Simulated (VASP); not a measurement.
Set up this calculation in VASP 6.6.1, as the native input.

| Item | Value |
| --- | --- |
| Task | single point |
| Functional | PBE |
| Potentials or basis | VASP PAW PBE potentials, release 64 (K_sv, Yb, P) |
| Cutoff | 520 eV |
| k mesh | 4 × 4 × 4 |
| Occupations | gaussian, width 0.1 eV |
| Spin | collinear spin, ferromagnetic start |
| Starting moments | [0.0, 1.0, 1.0, 1.0, 0.0] μB |
| Dipole correction | no |
| Further INCAR settings | ALGO = Normal; EDIFF = 1e-07; NBANDS = 55 |

The structure of KYb3P lies in POSCAR:

```
KYb3P
1.0
    5.6796306576      0.0000000000      0.0000000000
    0.0000000000      5.6796306576      0.0000000000
    0.0000000000      0.0000000000      5.6796306576
K Yb P
1 3 1
Direct
    0.0000000000      0.0000000000      0.0000000000
    0.0000000000      0.5000000000      0.5000000000
    0.5000000000      0.0000000000      0.5000000000
    0.5000000000      0.5000000000      0.0000000000
    0.5000000000      0.5000000000      0.5000000000
```

The cell was generated, and may not be a known phase.

These files were run (other wordings do the same):

INCAR

```
SYSTEM = KYb3P
  PREC = Accurate
  ENCUT = 520
  EDIFF = 1E-7
  ISMEAR = 0
  SIGMA = 0.1
  LREAL = .FALSE.
  LASPH = .TRUE.
  NELM = 150
  ALGO = Normal
  ISIF = 2
  LWAVE = .FALSE.
  LCHARG = .FALSE.
  ISPIN = 2
  MAGMOM = 0 1 1 1 0
  LORBIT = 11
  LMAXMIX = 6
  GGA = PE
  NBANDS = 55
```

KPOINTS

```
regular mesh
0
G
  4 4 4
  0 0 0
```

Potentials or basis: VASP PAW PBE potentials, release 64 (K_sv, Yb, P).

Command:

```sh
$ cat potpaw_PBE.64/K_sv/POTCAR potpaw_PBE.64/Yb/POTCAR potpaw_PBE.64/P/POTCAR > POTCAR
$ mpirun -np 1 vasp_std > vasp.out
```

Results of the run:

| Quantity | Value |
| --- | --- |
| Pressure | -0.3 GPa |
| Net moment | 0.50 μB per cell |
| Site moments | K +0.01; Yb +0.04; P +0.02 μB |
| Valence electrons inside the program's atomic spheres | K 7.57; Yb 22.09; P 2.55 |

Wall time 54 min on 1 thread of AMD EPYC 7R43 64-Core Processor (Zen 3), with other jobs on the host, peak memory 0.36 GiB.
